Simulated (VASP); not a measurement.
# CaO (Fm-3m) in VASP: settings compared, part 2 of 2

VASP 6.6.1.

## 3. Single point, r2SCAN

The input, POSCAR:

```
CaO
1.0
    0.0000000000      2.3975501188      2.3975501188
    2.3975501188      0.0000000000      2.3975501188
    2.3975501188      2.3975501188      0.0000000000
Ca O
1 1
Direct
    0.0000000000      0.0000000000      0.0000000000
    0.5000000000      0.5000000000      0.5000000000
```

The input, INCAR.step1:

```
PREC = Accurate
ENCUT = 520
ISMEAR = 0
SIGMA = 0.01
LREAL = False
LASPH = True
NELM = 60
NBANDS = 15
GGA = PE
ALGO = Normal
EDIFF = 1E-4
LWAVE = True
LCHARG = False
```

The input, INCAR.step2:

```
PREC = Accurate
ENCUT = 520
EDIFF = 1E-7
ISMEAR = 0
SIGMA = 0.01
LREAL = False
LASPH = True
NELM = 60
ALGO = Normal
ISIF = 2
LWAVE = False
LCHARG = False
METAGGA = R2SCAN
LMIXTAU = True
NBANDS = 15
ISTART = 1
```

The input, KPOINTS:

```
regular mesh
0
Gamma
  8 8 8
```

Potentials or basis: VASP PAW PBE potentials, release 64 (Ca_sv, O).

Command:

```console
$ cat potpaw_PBE.64/Ca_sv/POTCAR potpaw_PBE.64/O/POTCAR > POTCAR
$ cp INCAR.step1 INCAR
$ mpirun -np 1 vasp_std > vasp.out
$ cp INCAR.step2 INCAR
$ mpirun -np 1 vasp_std > vasp.out
```

OUTCAR:

```text
PREC = Accurate
   ENCUT = 520
   EDIFF = 1E-7
   ISMEAR = 0
   LREAL = False
   LASPH = True
   NELM = 60
   ISIF = 2
   METAGGA = R2SCAN
   ISTART = 1

 ion  position               nearest neighbor table
   1  0.000  0.000  0.000-   2 2.40   2 2.40   2 2.40   2 2.40   2 2.40   2 2.40
   2  0.500  0.500  0.500-   1 2.40   1 2.40   1 2.40   1 2.40   1 2.40   1 2.40

  LATTYP: Found a face centered cubic cell.
 ALAT       =     4.7951002376

  Lattice vectors:

 A1 = (   0.0000000000,   2.3975501188,   2.3975501188)
 A2 = (   2.3975501188,   0.0000000000,   2.3975501188)
 A3 = (   2.3975501188,   2.3975501188,   0.0000000000)

Analysis of symmetry for initial positions (statically):
=====================================================================
 Subroutine PRICEL returns:
 Original cell was already a primitive cell.

 Routine SETGRP: Setting up the symmetry group for a
 face centered cubic supercell.

 Subroutine GETGRP returns: Found 48 space group operations
 (whereof 48 operations were pure point group operations)
 out of a pool of 48 trial point group operations.

The static configuration has the point symmetry O_h .

Analysis of symmetry for dynamics (positions and initial velocities):
[... 178 lines left out ...]
     10       8.9254      0.00000
     11       8.9255      0.00000
     12       8.9255      0.00000
     13      10.5335      0.00000
     14      10.5335      0.00000
[... 401 lines left out ...]
      2     -17.8439      2.00000
      3     -17.0988      2.00000
      4     -16.9848      2.00000
      5     -13.4325      2.00000
      6       0.0192      2.00000
      7       0.9299      2.00000
      8       0.9926      2.00000
      9       9.4638      0.00000
     10       9.5527      0.00000
     11      11.5490      0.00000
     12      11.7813      0.00000
     13      13.0884      0.00000
     14      14.8583      0.00000
     15      17.0267      0.00000

 [... further k-points ...]

------------------------ aborting loop because EDIFF is reached ----------------------------------------

  FORCE on cell =-STRESS in cart. coord.  units (eV):
  Direction    XX          YY          ZZ          XY          YZ          ZX
  --------------------------------------------------------------------------------------
  -------------------------------------------------------------------------------------
  Total        0.1819259      0.1819259      0.1819259     -0.0000000      0.0000000     -0.0000000
  in kB       10.5747984     10.5747984     10.5747984     -0.0000000      0.0000000     -0.0000000
  external PRESSURE =      10.5747984 kB  Pullay stress =       0.0000000 kB

 VOLUME and BASIS-vectors are now :
 -----------------------------------------------------------------------------
  energy-cutoff  :      520.00
  volume of cell :       27.56
      direct lattice vectors                 reciprocal lattice vectors
     0.000000000  2.397550119  2.397550119    -0.208546214  0.208546214  0.208546214
     2.397550119  0.000000000  2.397550119     0.208546214 -0.208546214  0.208546214
     2.397550119  2.397550119  0.000000000     0.208546214  0.208546214 -0.208546214

 POSITION                                       TOTAL-FORCE (eV/Angst)
 -----------------------------------------------------------------------------------
      0.00000      0.00000      0.00000         0.000000      0.000000     -0.000000
      2.39755      2.39755      2.39755        -0.000000     -0.000000      0.000000
 -----------------------------------------------------------------------------------
    total drift:                                0.000000      0.000000      0.000000

  FREE ENERGIE OF THE ION-ELECTRON SYSTEM (eV)
  ---------------------------------------------------
  free  energy   TOTEN  =       -19.4530479101 eV

  energy  without entropy=      -19.4530479101  energy(sigma->0) =      -19.45304791
```

OUTCAR.step1:

```text
PREC = Accurate
   ENCUT = 520
   ISMEAR = 0
   LREAL = False
   LASPH = True
[... 654 lines left out ...]
      0.00000      0.00000      0.00000         0.000000     -0.000000      0.000000
      2.39755      2.39755      2.39755        -0.000000      0.000000     -0.000000
 -----------------------------------------------------------------------------------
    total drift:                                0.000000      0.000000      0.000000

  FREE ENERGIE OF THE ION-ELECTRON SYSTEM (eV)
  ---------------------------------------------------
  free  energy   TOTEN  =       -12.7977053611 eV

  energy  without entropy=      -12.7977053611  energy(sigma->0) =      -12.79770536
```

OSZICAR.step1:

```text
N       E                     dE             d eps       ncg     rms          rms(c)
DAV:   1     0.123764859960E+03    0.12376E+03   -0.83021E+03   870   0.108E+03
DAV:   2    -0.955891065299E+01   -0.13332E+03   -0.12359E+03  1095   0.288E+02
DAV:   3    -0.143772361134E+02   -0.48183E+01   -0.47918E+01  1017   0.579E+01
DAV:   4    -0.145088960003E+02   -0.13166E+00   -0.13159E+00  1254   0.815E+00
DAV:   5    -0.145103524167E+02   -0.14564E-02   -0.14564E-02   983   0.777E-01    0.857E+00
DAV:   6    -0.128733950187E+02    0.16370E+01   -0.50757E+00   955   0.220E+01    0.357E+00
DAV:   7    -0.128012014239E+02    0.72194E-01   -0.40198E-01   961   0.659E+00    0.180E+00
DAV:   8    -0.127986277600E+02    0.25737E-02   -0.74909E-02  1108   0.296E+00    0.424E-01
DAV:   9    -0.127970859254E+02    0.15418E-02   -0.45232E-03   905   0.568E-01    0.109E-01
DAV:  10    -0.127977284951E+02   -0.64257E-03   -0.71026E-04  1038   0.239E-01    0.411E-02
DAV:  11    -0.127977053611E+02    0.23134E-04   -0.40623E-05   715   0.812E-02
   1 F= -.12797705E+02 E0= -.12797705E+02  d E =-.315397E-24
```

Run time: 46 s. Hardware: 1 thread of AMD EPYC 9R45 (Zen 5), shared host; peak memory 0.14 GiB.

What came out:

```
Free energy            : -19.4530 eV
Pressure               : 1.1 GPa
Band gap on the k mesh : 4.19 eV (least direct gap 4.56 eV)
```

Caveat: the PAW data sets were made with another functional, which shifts forces and pressure a little. A k mesh can miss the band edges.

## 4. Single point, HSE06

POSCAR is that of step 3.

The input, INCAR.step1:

```
ALGO = Normal
EDIFF = 1E-5
ENCUT = 520
GGA = PE
ISIF = 2
ISMEAR = 0
LASPH = T
LCHARG = F
LREAL = F
LWAVE = T
NBANDS = 15
NELM = 100
PREC = Accurate
SIGMA = 0.01
```

The input, INCAR.step2:

```
ALGO = Normal
EDIFF = 1E-6
ENCUT = 520
GGA = PE
HFSCREEN = 0.2079
ISIF = 2
ISMEAR = 0
ISTART = 1
LASPH = T
LCHARG = F
LHFCALC = T
LREAL = F
LWAVE = F
NBANDS = 15
NELM = 100
PREC = Accurate
PRECFOCK = Normal
SIGMA = 0.01
```

The input, KPOINTS:

```
k-points
0
Gamma
  6 6 6
```

Command:

```console
$ cat potpaw_PBE.64/Ca_sv/POTCAR potpaw_PBE.64/O/POTCAR > POTCAR
$ cp INCAR.step1 INCAR
$ mpirun -np 1 vasp_std > vasp.out
$ cp INCAR.step2 INCAR
$ mpirun -np 1 vasp_std > vasp.out
```

It took 17 min on 1 thread of AMD EPYC 9R45 (Zen 5), shared host; peak memory 0.24 GiB.

It converged, with:

- Free energy: -14.8774 eV
- Pressure: 1.0 GPa
- Band gap on the k mesh: 5.29 eV (least direct gap 5.72 eV)

Levels at points of the mesh, in eV from the valence-band top:
```tsv
k point	band 6	band 7	band 8	band 9	band 10	band 11
(0.00, 0.00, 0.00)	0.00	0.00	0.00	6.28	8.21	8.21
(0.50, 0.00, 0.00)	-2.83	-1.28	-1.28	9.08	10.12	10.64
(0.50, 0.50, 0.00)	-1.44	-0.42	-0.42	5.29	10.20	11.18
```

Caveat: the PAW data sets were made with another functional, which shifts forces and pressure a little.
